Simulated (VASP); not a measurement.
# Nb (Fm-3m) in VASP: further runs

Aim: see how the results for Nb move with the level of theory and the settings. Levels: LDA, PBEsol. Tasks: single point, relaxation of cell and atoms.

Everything below comes from runs of VASP 6.6.1. Logs are shortened: lines on timing, memory, paths and dates and some standing lists are left out, and cuts for length are marked.

### Step 1. The cell of the first run

Symmetry: Fm-3m, No. 225, cubic system. Conventional cell: a = 4.135 Å, b = 4.135 Å, c = 4.135 Å, α = 90.00°, β = 90.00°, γ = 90.00°. Within 3.9 Å of Nb (site symmetry m-3m) lie 12 Nb at 2.92 Å.

### Step 2. Single point, LDA

The input, INCAR:

```
SYSTEM = Nb
PREC = Accurate ; ENCUT = 500
EDIFF = 1E-6 ; ISMEAR = 0
SIGMA = 0.1 ; LREAL = .FALSE.
LASPH = .TRUE. ; NELM = 120
ALGO = Normal ; ISIF = 2
LWAVE = .FALSE. ; LCHARG = .FALSE.
NBANDS = 12 ; GGA_COMPAT = .FALSE.
```

The input, KPOINTS:

```
Automatic mesh
0
G
  8 8 8
  0 0 0
```

The input, POSCAR:

```
Nb
1.0
    0.0000000000      2.0675231415      2.0675231415
    2.0675231415      0.0000000000      2.0675231415
    2.0675231415      2.0675231415      0.0000000000
Nb
1
Direct
    0.0000000000      0.0000000000      0.0000000000
```

Potentials or basis: VASP PAW LDA potentials, release 64 (Nb_sv).

Command:

```
> cat potpaw_LDA.64/Nb_sv/POTCAR > POTCAR
> mpirun -np 1 vasp_std > vasp.out
```

OUTCAR:

```text
SYSTEM = Nb
   PREC = Accurate
   ENCUT = 500
   EDIFF = 1E-6
   ISMEAR = 0
   LREAL = .FALSE.
   LASPH = .TRUE.
   NELM = 120
   ISIF = 2

 ion  position               nearest neighbor table
   1  0.000  0.000  0.000-

  LATTYP: Found a face centered cubic cell.
 ALAT       =     4.1350462830

  Lattice vectors:

 A1 = (   0.0000000000,   2.0675231415,   2.0675231415)
 A2 = (   2.0675231415,   0.0000000000,   2.0675231415)
 A3 = (   2.0675231415,   2.0675231415,   0.0000000000)

Analysis of symmetry for initial positions (statically):
=====================================================================
 Subroutine PRICEL returns:
 Original cell was already a primitive cell.

 Routine SETGRP: Setting up the symmetry group for a
 face centered cubic supercell.

 Subroutine GETGRP returns: Found 48 space group operations
 (whereof 48 operations were pure point group operations)
 out of a pool of 48 trial point group operations.

The static configuration has the point symmetry O_h .

Analysis of symmetry for dynamics (positions and initial velocities):
=====================================================================
 Subroutine PRICEL returns:
 Original cell was already a primitive cell.

 Routine SETGRP: Setting up the symmetry group for a
 face centered cubic supercell.

 Subroutine GETGRP returns: Found 48 space group operations
 (whereof 48 operations were pure point group operations)
 out of a pool of 48 trial point group operations.

The dynamic configuration has the point symmetry O_h .

 Subroutine INISYM returns: Found 48 space group operations
 (whereof 48 operations are pure point group operations),
 and found     1 'primitive' translations

----------------------------------------------------------------------------------------

                                     Primitive cell

  volume of cell :      17.6759

  direct lattice vectors                    reciprocal lattice vectors
     0.000000000  2.067523142  2.067523142    -0.241835262  0.241835262  0.241835262
     2.067523142  0.000000000  2.067523142     0.241835262 -0.241835262  0.241835262
     2.067523142  2.067523142  0.000000000     0.241835262  0.241835262 -0.241835262

  length of vectors
     2.923919267  2.923919267  2.923919267     0.418870960  0.418870960  0.418870960

  position of ions in fractional coordinates (direct lattice)
     0.000000000  0.000000000  0.000000000

  ion indices of the primitive-cell ions
   primitive index   ion index
                 1           1

[... 83 lines left out ...]
   NUPDOWN=      -1.0000    fix difference up-down
   EMIN   =  10.00;   EMAX   =-10.00  energy-range for DOS
   EFERMI =   0.00;   METHOD = LEGACY
   ISMEAR =     0;   SIGMA  =   0.10  broadening in eV -4-tet -1-fermi 0-gaus
   EFERMI_NEDOS =   21; number of points for ismear=-14 and -15
   IALGO  =     38    algorithm
   IMIX   =      4    mixing-type and parameters
     AMIX     =   0.40;   BMIX     =  1.00
     AMIX_MAG =   1.60;   BMIX_MAG =  1.00
  volume/ion in A,a.u.               =      17.68       119.28
  Fermi-wavevector in a.u.,A,eV,Ry     =   1.477732  2.792508 29.710917  2.183691
  Thomas-Fermi vector in A             =   2.592100
   LORBIT       =      0    0 simple, 1 ext, 2 COOP (PROOUT), +10 PAW based schemes
   GGA     = CA    functional components
   LHFCALC =     F    Hartree Fock is set to
   AEXX    =    0.0000 exact exchange contribution
   IVDW    =     0    specifies the selected vdW correction
   LEPSILON=     F    determine dielectric tensor
   LRPA    =     F    only Hartree local field effects (RPA)
 non-spin polarized calculation
 Gauss-broadening in eV      SIGMA  =   0.10
  energy-cutoff  :      500.00
  volume of cell :       17.68
 maximum number of plane-waves:       464
 NGX is ok and might be reduce to    24
   NGX = 11   NGY = 11   NGZ = 11

 number of electron      13.0000000 magnetization

 Free energy of the ion-electron system (eV)
  ---------------------------------------------------
  ext. energy  EPLUGINS =         0.00000000
  ---------------------------------------------------
  free energy    TOTEN  =       -10.88789353 eV

  energy without entropy =      -10.87953977  energy(sigma->0) =      -10.88371665

 E-fermi :  11.6347     XC(G=0): -12.8117

 val. band max:       11.5860832839   @ k =  -0.3750   0.2500   0.1250
 cond. band min:      11.6647789930   @ k =   0.5000   0.2500   0.0000
 fundamental gap:      0.0786957091
 Fermi energy:        11.6347430700

 k-point     1 :       0.0000    0.0000    0.0000
  band No.  band energies     occupation
      1     -42.7734      2.00000
      2     -18.1927      2.00000
      3     -18.1927      2.00000
      4     -18.1927      2.00000
      5       5.2958      2.00000
      6      11.6809      0.51435
      7      11.6809      0.51435
      8      11.6809      0.51435
      9      14.4828      0.00000
     10      14.4828      0.00000
     11      23.5638      0.00000
     12      28.5359      0.00000
[... 331 lines left out ...]
 k-point    24 :      -0.3750    0.2500    0.1250
  band No.  band energies     occupation
      1     -42.4782      2.00000
      2     -19.4549      2.00000
      3     -18.7721      2.00000
      4     -18.5035      2.00000
      5       8.9108      2.00000
      6       9.8475      2.00000
      7      11.5861      1.50864
      8      12.8257      0.00000
      9      16.2593      0.00000
     10      19.5024      0.00000
     11      21.9179      0.00000
     12      26.2764      0.00000

 [... further k-points ...]

------------------------ aborting loop because EDIFF is reached ----------------------------------------

  FORCE on cell =-STRESS in cart. coord.  units (eV):
  Direction    XX          YY          ZZ          XY          YZ          ZX
  --------------------------------------------------------------------------------------
  -------------------------------------------------------------------------------------
  Total       -0.0219454     -0.0219454     -0.0219454      0.0000000      0.0000000     -0.0000000
  in kB       -1.9891761     -1.9891761     -1.9891761      0.0000000      0.0000000     -0.0000000
  external PRESSURE =      -1.9891761 kB  Pullay stress =       0.0000000 kB

 VOLUME and BASIS-vectors are now :
 -----------------------------------------------------------------------------
  energy-cutoff  :      500.00
  volume of cell :       17.68
      direct lattice vectors                 reciprocal lattice vectors
     0.000000000  2.067523142  2.067523142    -0.241835262  0.241835262  0.241835262
     2.067523142  0.000000000  2.067523142     0.241835262 -0.241835262  0.241835262
     2.067523142  2.067523142  0.000000000     0.241835262  0.241835262 -0.241835262

 POSITION                                       TOTAL-FORCE (eV/Angst)
 -----------------------------------------------------------------------------------
      0.00000      0.00000      0.00000         0.000000      0.000000      0.000000
 -----------------------------------------------------------------------------------
    total drift:                               -0.000000     -0.000000     -0.000000

  FREE ENERGIE OF THE ION-ELECTRON SYSTEM (eV)
  ---------------------------------------------------
  free  energy   TOTEN  =       -10.8878935301 eV

  energy  without entropy=      -10.8795397745  energy(sigma->0) =      -10.88371665
```

stdout:

```text
POSCAR found type information on POSCAR Nb
 POSCAR found :  1 types and       1 ions
 scaLAPACK will be used
 LDA part: xc-table for (Slater(with rela. corr.)+CA(PZ))
 , standard interpolation
 POSCAR, INCAR and KPOINTS ok, starting setup
 FFT: planning ... GRIDC
 FFT: planning ... GRID_SOFT
 FFT: planning ... GRID
 WAVECAR not read
 entering main loop
```

Run time: 2.8 s. Hardware: 1 thread of Intel Xeon 6975P-C (Granite Rapids), shared host; peak memory 0.12 GiB.

Results:

```
Free energy : -10.8879 eV
Pressure    : -0.2 GPa
```

### Step 3. Single point, LDA

This run uses another cell than the first one, of 18.92 Å³/atom, 1.070 times its volume.

The input, INCAR:

```
SYSTEM = Nb
PREC     = Accurate       ! precision mode
ENCUT    = 500            ! plane-wave cutoff, eV
EDIFF    = 1E-6           ! SCF threshold, eV
ISMEAR   = 0              ! smearing method
SIGMA    = 0.1            ! smearing width, eV
LREAL    = .False.        ! projectors in reciprocal space
LASPH    = .True.         ! aspherical terms in the spheres
NELM     = 120            ! most SCF steps
ALGO     = Normal         ! electronic algorithm
ISIF     = 2              ! what is computed and relaxed
LWAVE    = .False.        ! write WAVECAR
LCHARG   = .True.         ! write CHGCAR
LELF     = .True.         ! ELF
LVHAR    = .True.       
NBANDS   = 12             ! bands
GGA_COMPAT= .False.
```

The input, KPOINTS:

```
regular mesh
0
Gamma
  8 8 8
  0 0 0
```

The input, POSCAR:

```
Nb
1.0
    0.0000000000      2.1150000000      2.1150000000
    2.1150000000      0.0000000000      2.1150000000
    2.1150000000      2.1150000000      0.0000000000
Nb
1
Direct
    0.0000000000      0.0000000000      0.0000000000
```

Potentials or basis: VASP PAW LDA potentials, release 64 (Nb_sv).

Command:

```
> cat potpaw_LDA.64/Nb_sv/POTCAR > POTCAR
> mpirun -np 1 vasp_std > vasp.out
```

It took 3 s on 1 thread of Intel Xeon 6975P-C (Granite Rapids), shared host; peak memory 0.12 GiB.

It converged, with:

```yaml
Free_energy: -10.8432 eV
Pressure: -11.1 GPa
```

Levels at points of the mesh, in eV from the Fermi level:
| k point | band 2 | band 3 | band 4 | band 5 | band 6 | band 7 | band 8 | band 9 | band 10 | band 11 |
| --- | --- | --- | --- | --- | --- | --- | --- | --- | --- | --- |
| (0.00, 0.00, 0.00) | -30.04 | -30.04 | -30.04 | -6.19 | 0.09 | 0.09 | 0.09 | 2.64 | 2.64 | 11.86 |
| (0.50, 0.00, 0.00) | -31.21 | -30.19 | -30.19 | -3.81 | -0.10 | -0.10 | 1.40 | 4.61 | 4.61 | 10.32 |
| (0.50, 0.50, 0.00) | -31.14 | -30.46 | -30.46 | -4.02 | -3.28 | 3.58 | 4.57 | 5.18 | 5.18 | 11.17 |

(Continued in part 2 of 2.)
